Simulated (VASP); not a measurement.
# Sn2Ge (P-3m1) in VASP: a series of runs

Sn2Ge is run at these levels: PBE; tasks: single point.

Program: VASP 6.6.1. These are calculated values, not measurements. Logs are shortened: lines on timing, memory, paths and dates and some standing lists are left out, and cuts for length are marked.

### 1 The cell of the first run

The structure is trigonal, space group P-3m1 (No. 164). The conventional cell has a = 4.504 Å, b = 4.504 Å, c = 11.039 Å, α = 90.00°, β = 90.00°, γ = 120.00°. Sn (site symmetry 3m) has 4 Sn at 2.82 to 2.88 Å within 3.7 Å. Sn (site symmetry 3m) has 3 Ge at 2.73 Å and 1 Sn at 2.88 Å within 3.6 Å. Ge (site symmetry 3m) has 1 Ge at 2.51 Å and 3 Sn at 2.73 Å within 3.3 Å.

### 2 Single point, PBE

The input, INCAR:

```
ALGO = Fast
EDIFF = 1E-6
ENCUT = 520
GGA = PE
ISIF = 2
ISMEAR = 0
LASPH = True
LCHARG = True
LELF = True
LREAL = False
LVHAR = True
LWAVE = False
NBANDS = 51
NELM = 80
PREC = Accurate
SIGMA = 0.1
```

The input, KPOINTS:

```
k-points
0
Gamma
  6 6 2
```

The input, POSCAR:

```
Sn2Ge
1.0
    4.5041840979      0.0000000000      0.0000000000
   -2.2520920489      3.9007378521      0.0000000000
    0.0000000000      0.0000000000     11.0393568165
Sn Ge
4 2
Direct
    0.3333333333      0.6666666667      0.5493792665
    0.6666666667      0.3333333333      0.1898614164
    0.6666666667      0.3333333333      0.4506207335
    0.3333333333      0.6666666667      0.8101385836
    0.0000000000      0.0000000000      0.8863744280
    0.0000000000      0.0000000000      0.1136255720
```

Potentials or basis: VASP PAW PBE potentials, release 64 (Sn_d, Ge_d).

Started as:

```sh
cat potpaw_PBE.64/Sn_d/POTCAR potpaw_PBE.64/Ge_d/POTCAR > POTCAR
mpirun -np 1 vasp_std > vasp.out
```

OUTCAR:

```text
EDIFF = 1E-6
   ENCUT = 520
   GGA = PE
   ISIF = 2
   ISMEAR = 0
   LASPH = True
   LREAL = False
   NELM = 80
   PREC = Accurate

 ion  position               nearest neighbor table
   1  0.333  0.667  0.549-   3 2.82   3 2.82   3 2.82   4 2.88
   2  0.667  0.333  0.190-   6 2.73   6 2.73   6 2.73   3 2.88
   3  0.667  0.333  0.451-   1 2.82   1 2.82   1 2.82   2 2.88
   4  0.333  0.667  0.810-   5 2.73   5 2.73   5 2.73   1 2.88
   5  0.000  0.000  0.886-   6 2.51   4 2.73   4 2.73   4 2.73
   6  0.000  0.000  0.114-   5 2.51   2 2.73   2 2.73   2 2.73

  LATTYP: Found a hexagonal cell.
 ALAT       =     4.5041840979
 C/A-ratio  =     2.4509115473

  Lattice vectors:

 A1 = (   4.5041840979,   0.0000000000,   0.0000000000)
 A2 = (  -2.2520920489,   3.9007378521,   0.0000000000)
 A3 = (   0.0000000000,   0.0000000000,  11.0393568165)

Analysis of symmetry for initial positions (statically):
=====================================================================
 Subroutine PRICEL returns:
 Original cell was already a primitive cell.

 Routine SETGRP: Setting up the symmetry group for a
 hexagonal supercell.

 Subroutine GETGRP returns: Found 12 space group operations
 (whereof 12 operations were pure point group operations)
 out of a pool of 24 trial point group operations.

The static configuration has the point symmetry D_3d.

Analysis of symmetry for dynamics (positions and initial velocities):
=====================================================================
 Subroutine PRICEL returns:
 Original cell was already a primitive cell.

 Routine SETGRP: Setting up the symmetry group for a
 hexagonal supercell.

 Subroutine GETGRP returns: Found 12 space group operations
 (whereof 12 operations were pure point group operations)
 out of a pool of 24 trial point group operations.

The dynamic configuration has the point symmetry D_3d.

 Subroutine INISYM returns: Found 12 space group operations
 (whereof 12 operations are pure point group operations),
 and found     1 'primitive' translations

----------------------------------------------------------------------------------------

                                     Primitive cell

  volume of cell :     193.9575

  direct lattice vectors                    reciprocal lattice vectors
     4.504184098  0.000000000  0.000000000     0.222015792  0.128180877  0.000000000
    -2.252092049  3.900737852  0.000000000     0.000000000  0.256361755  0.000000000
     0.000000000  0.000000000 11.039356816     0.000000000  0.000000000  0.090584988

  length of vectors
     4.504184098  4.504184098 11.039356816     0.256361755  0.256361755  0.090584988

  position of ions in fractional coordinates (direct lattice)
     0.333333333  0.666666667  0.549379266
     0.666666667  0.333333333  0.189861416
     0.666666667  0.333333333  0.450620734
     0.333333333  0.666666667  0.810138584
     0.000000000  0.000000000  0.886374428
     0.000000000  0.000000000  0.113625572

  ion indices of the primitive-cell ions
   primitive index   ion index
                 1           1
                 2           2
                 3           3
                 4           4
                 5           5
                 6           6

----------------------------------------------------------------------------------------

 KPOINTS: k-points

Automatic generation of k-mesh.
 Grid dimensions read from file:
 generate k-points for:    6    6    2

 Generating k-lattice:

  Cartesian coordinates                     Fractional coordinates (reciprocal lattice)
     0.037002632  0.021363480  0.000000000     0.166666667  0.000000000  0.000000000
     0.000000000  0.042726959  0.000000000     0.000000000  0.166666667  0.000000000
     0.000000000  0.000000000  0.045292494     0.000000000  0.000000000  0.500000000

  Length of vectors
     0.042726959  0.042726959  0.045292494

  Shift w.r.t. Gamma in fractional coordinates (k-lattice)
     0.000000000  0.000000000  0.000000000

 Subroutine IBZKPT returns following result:
 ===========================================

 Found     14 irreducible k-points:

 Following reciprocal coordinates:
            Coordinates               Weight
  0.000000  0.000000  0.000000      1.000000
  0.166667  0.000000  0.000000      6.000000
  0.333333  0.000000  0.000000      6.000000
  0.500000  0.000000  0.000000      3.000000
  0.166667  0.166667  0.000000      6.000000
  0.333333  0.166667  0.000000     12.000000
  0.333333  0.333333  0.000000      2.000000
  0.000000  0.000000  0.500000      1.000000
  0.166667  0.000000  0.500000      6.000000
  0.333333  0.000000  0.500000      6.000000
  0.500000  0.000000  0.500000      3.000000
  0.166667  0.166667  0.500000      6.000000
  0.333333  0.166667  0.500000     12.000000
  0.333333  0.333333  0.500000      2.000000
   k-points           NKPTS =     14   k-points in BZ     NKDIM =     14   number of bands    NBANDS=     51
   number of dos      NEDOS =    301   number of ions     NIONS =      6
   total plane-waves  NPLWV = 108864
   dimension x,y,z NGX =    36 NGY =   36 NGZ =   84
   dimension x,y,z NGXF=    72 NGYF=   72 NGZF=  168
   ions per type =               4   2
   NGX,Y,Z   is equivalent  to a cutoff of  13.29, 13.29, 12.65 a.u.
   NGXF,Y,Z  is equivalent  to a cutoff of  26.57, 26.57, 25.30 a.u.
 SYSTEM =  unknown system
   PREC   = accura    normal or accurate (medium, high low for compatibility)
   ISTART =      0    job   : 0-new  1-cont  2-samecut
   ICHARG =      2    charge: 1-file 2-atom 10-const
   ISPIN  =      1    spin polarized calculation?
   LNONCOLLINEAR =      F non collinear calculations
   LSORBIT =      F    spin-orbit coupling
   LASPH  =      T    aspherical Exc in radial PAW
   ENCUT  =  520.0 eV  38.22 Ry    6.18 a.u.   8.37  8.37 20.53*2*pi/ulx,y,z
   NELM   =     80;   NELMIN=  2; NELMDL= -5     # of ELM steps
   EDIFF  = 0.1E-05   stopping-criterion for ELM
   LREAL  =      F    real-space projection
   EDIFFG = 0.1E-04   stopping-criterion for IOM
   NSW    =      0    number of steps for IOM
   IBRION =     -1    ionic relax: 0-MD 1-quasi-New 2-CG
   NFREE  =      0    steps in history (QN), initial steepest desc. (CG)
   ISIF   =      2    stress and relaxation
   ISYM   =      2    0-nonsym 1-usesym 2-fastsym
   POTIM  = 0.5000    time-step for ionic-motion
   TEBEG  =    0.0;   TEEND  =   0.0 temperature during run
   PSTRESS=    0.0 pullay stress
   NELECT =      84.0000    total number of electrons
   NUPDOWN=      -1.0000    fix difference up-down
   EMIN   =  10.00;   EMAX   =-10.00  energy-range for DOS
   EFERMI =   0.00;   METHOD = LEGACY
   ISMEAR =     0;   SIGMA  =   0.10  broadening in eV -4-tet -1-fermi 0-gaus
   EFERMI_NEDOS =   21; number of points for ismear=-14 and -15
   IALGO  =     68    algorithm
   IMIX   =      4    mixing-type and parameters
     AMIX     =   0.40;   BMIX     =  1.00
     AMIX_MAG =   1.60;   BMIX_MAG =  1.00
  volume/ion in A,a.u.               =      32.33       218.15
  Fermi-wavevector in a.u.,A,eV,Ry     =   1.238604  2.340622 20.873230  1.534139
  Thomas-Fermi vector in A             =   2.373122
   LORBIT       =      0    0 simple, 1 ext, 2 COOP (PROOUT), +10 PAW based schemes
   GGA     = PE    functional components
   LHFCALC =     F    Hartree Fock is set to
   AEXX    =    0.0000 exact exchange contribution
   IVDW    =     0    specifies the selected vdW correction
   LEPSILON=     F    determine dielectric tensor
   LRPA    =     F    only Hartree local field effects (RPA)
 non-spin polarized calculation
 RMM-DIIS sequential band-by-band and
 Gauss-broadening in eV      SIGMA  =   0.10
  energy-cutoff  :      520.00
  volume of cell :      193.96
 maximum number of plane-waves:      5291
 NGX is ok and might be reduce to    36
   NGX = 17   NGY = 17   NGZ = 41

 number of electron      84.0000031 magnetization

 Free energy of the ion-electron system (eV)
  ---------------------------------------------------
  ext. energy  EPLUGINS =         0.00000000
  ---------------------------------------------------
  free energy    TOTEN  =       -24.18316504 eV

  energy without entropy =      -24.17825501  energy(sigma->0) =      -24.18071003

 E-fermi :   4.6858     XC(G=0):  -8.8742

 val. band max:        4.5599217582   @ k =   0.1667   0.0000   0.5000
 cond. band min:       4.6897376018   @ k =   0.5000   0.0000   0.5000
 fundamental gap:      0.1298158436
 Fermi energy:         4.6858252228

 k-point     1 :       0.0000    0.0000    0.0000
  band No.  band energies     occupation
      1     -19.8364      2.00000
      2     -19.7688      2.00000
      3     -19.7688      2.00000
      4     -19.7504      2.00000
      5     -19.7504      2.00000
      6     -19.7395      2.00000
[... 43 lines left out ...]
     50       8.0162      0.00000
     51       8.3391      0.00000

 k-point     2 :       0.1667    0.0000    0.0000
  band No.  band energies     occupation
      1     -19.8365      2.00000
      2     -19.7689      2.00000
      3     -19.7687      2.00000
      4     -19.7504      2.00000
      5     -19.7503      2.00000
      6     -19.7395      2.00000
[... 43 lines left out ...]
     50       8.4380      0.00000
     51       8.5168      0.00000

 k-point     3 :       0.3333    0.0000    0.0000
  band No.  band energies     occupation
      1     -19.8367      2.00000
      2     -19.7690      2.00000
      3     -19.7685      2.00000
      4     -19.7505      2.00000
      5     -19.7503      2.00000
      6     -19.7395      2.00000
[... 43 lines left out ...]
     50       9.1491      0.00000
     51       9.4464      0.00000
[... 487 lines left out ...]
 k-point    13 :       0.3333    0.1667    0.5000
  band No.  band energies     occupation
      1     -19.8368      2.00000
      2     -19.7689      2.00000
      3     -19.7686      2.00000
      4     -19.7506      2.00000
      5     -19.7505      2.00000
      6     -19.7393      2.00000
[... 43 lines left out ...]
     50       9.1545      0.00000
     51       9.5006      0.00000

 k-point    14 :       0.3333    0.3333    0.5000
  band No.  band energies     occupation
      1     -19.8369      2.00000
      2     -19.7687      2.00000
      3     -19.7687      2.00000
      4     -19.7507      2.00000
      5     -19.7507      2.00000
      6     -19.7390      2.00000
[... 43 lines left out ...]
     50       9.3939      0.00000
     51       9.6056      0.00000

------------------------ aborting loop because EDIFF is reached ----------------------------------------

  FORCE on cell =-STRESS in cart. coord.  units (eV):
  Direction    XX          YY          ZZ          XY          YZ          ZX
  --------------------------------------------------------------------------------------
  -------------------------------------------------------------------------------------
  Total        0.0467284      0.0467284     -0.1545268      0.0000000     -0.0000000      0.0000000
  in kB        0.3859979      0.3859979     -1.2764613      0.0000000     -0.0000000      0.0000000
  external PRESSURE =      -0.1681552 kB  Pullay stress =       0.0000000 kB

 VOLUME and BASIS-vectors are now :
 -----------------------------------------------------------------------------
  energy-cutoff  :      520.00
  volume of cell :      193.96
      direct lattice vectors                 reciprocal lattice vectors
     4.504184098  0.000000000  0.000000000     0.222015792  0.128180877  0.000000000
    -2.252092049  3.900737852  0.000000000     0.000000000  0.256361755  0.000000000
     0.000000000  0.000000000 11.039356816     0.000000000  0.000000000  0.090584988

 POSITION                                       TOTAL-FORCE (eV/Angst)
 -----------------------------------------------------------------------------------
     -0.00000      2.60049      6.06479         0.000000      0.000000      0.008628
      2.25209      1.30025      2.09595        -0.000000     -0.000000     -0.028902
      2.25209      1.30025      4.97456        -0.000000     -0.000000     -0.008628
     -0.00000      2.60049      8.94341         0.000000      0.000000      0.028902
      0.00000      0.00000      9.78500        -0.000000     -0.000000     -0.031632
      0.00000      0.00000      1.25435         0.000000      0.000000      0.031632
 -----------------------------------------------------------------------------------
    total drift:                                0.000000      0.000000      0.000000

  FREE ENERGIE OF THE ION-ELECTRON SYSTEM (eV)
  ---------------------------------------------------
  free  energy   TOTEN  =       -24.1831650442 eV

  energy  without entropy=      -24.1782550132  energy(sigma->0) =      -24.18071003
```

Run time: 92 s. Hardware: 1 thread of Intel Xeon 6975P-C (Granite Rapids), shared host; peak memory 0.37 GiB.

Results:

| Quantity | Value |
| --- | --- |
| Free energy | -24.1832 eV |
| Pressure | 0.0 GPa |
| Largest force | 0.032 eV/Å |
| Band gap on the k mesh | zero (band 42 reaches 4.83 eV, above the bottom of band 43 at 4.69 eV) |

Forces on the atoms (eV/Å):
```
Sn   0.000  0.000  0.009
Sn   0.000  0.000 -0.029
Sn   0.000  0.000 -0.009
Sn   0.000  0.000  0.029
Ge   0.000  0.000 -0.032
Ge   0.000  0.000  0.032
```

Levels at points of the mesh, in eV from the Fermi level:
```tsv
k point	band 40	band 41	band 42	band 43	band 44	band 45
(0.00, 0.00, 0.00)	-0.49	-0.37	0.15	0.31	0.31	0.83
(0.50, 0.00, 0.00)	-2.18	-1.37	-1.25	0.88	0.99	1.39
(0.00, 0.00, 0.50)	-0.24	-0.24	0.02	0.02	0.43	1.16
(0.50, 0.00, 0.50)	-1.76	-0.95	-0.88	0.00	0.91	1.54
```

Caveat: spin-orbit coupling is left out, which moves the levels of the heavy elements.

### 3 Single point, PBE

This run uses another cell than the first one, of 25.14 Å³/atom, 0.778 times its volume.

Edit INCAR of step 2 so:

```diff
@@ -1,2 +1,2 @@
-ALGO = Fast
+ALGO = Normal
 EDIFF = 1E-6
@@ -13,3 +13,3 @@
 NBANDS = 51
-NELM = 80
+NELM = 100
 PREC = Accurate
```

KPOINTS is that of step 2.

The input, POSCAR:

```
Sn2Ge
1.0
    4.1430270400      0.0000000000      0.0000000000
   -2.0715135200      3.5879666600      0.0000000000
    0.0000000000      0.0000000000     10.1483022300
Sn Ge
4 2
Direct
    0.3333333300      0.6666666700      0.5416666700
    0.6666666700      0.3333333300      0.2083333300
    0.6666666700      0.3333333300      0.4583333300
    0.3333333300      0.6666666700      0.7916666700
    0.0000000000      0.0000000000      0.8750000000
    0.0000000000      0.0000000000      0.1250000000
```

Potentials or basis: VASP PAW PBE potentials, release 64 (Sn_d, Ge_d).

Started as:

```sh
cat potpaw_PBE.64/Sn_d/POTCAR potpaw_PBE.64/Ge_d/POTCAR > POTCAR
mpirun -np 1 vasp_std > vasp.out
```

Wall time 48 s (1 thread of Intel Xeon 6975P-C (Granite Rapids), shared host); peak memory 0.3 GiB.

It converged, with:

| Quantity | Value |
| --- | --- |
| Free energy | -21.6168 eV |
| Pressure | 20.2 GPa |
| Largest force | 1.998 eV/Å |
| Band gap on the k mesh | 0.18 eV, indirect (least direct gap 0.31 eV) |

Forces in eV/Å, atoms in the order of the input:
```
Sn   0.000  0.000  0.031
Sn   0.000  0.000 -1.998
Sn   0.000  0.000 -0.031
Sn   0.000  0.000  1.998
Ge   0.000  0.000  1.334
Ge   0.000  0.000 -1.334
```

Stress tensor (GPa, compression positive):
```
19.88  0.00  0.00
 0.00 19.88  0.00
 0.00  0.00 20.72
```

Levels at points of the mesh, in eV from the valence-band top:
```tsv
k point	band 39	band 40	band 41	band 42	band 43	band 44	band 45	band 46
(0.00, 0.00, 0.00)	-1.30	-0.05	0.00	0.00	0.31	0.49	1.19	2.16
(0.50, 0.00, 0.00)	-3.34	-3.20	-2.20	-2.17	0.41	0.46	1.47	1.61
(0.00, 0.00, 0.50)	-0.62	-0.62	-0.58	-0.58	0.18	1.09	1.34	2.76
(0.50, 0.00, 0.50)	-3.16	-2.94	-1.58	-1.57	0.31	0.73	0.80	2.37
```

Caveat: spin-orbit coupling is left out, which moves the levels of the heavy elements; forces of over 1 eV/Å act on the atoms, so gaps and moduli don't describe the material at rest.
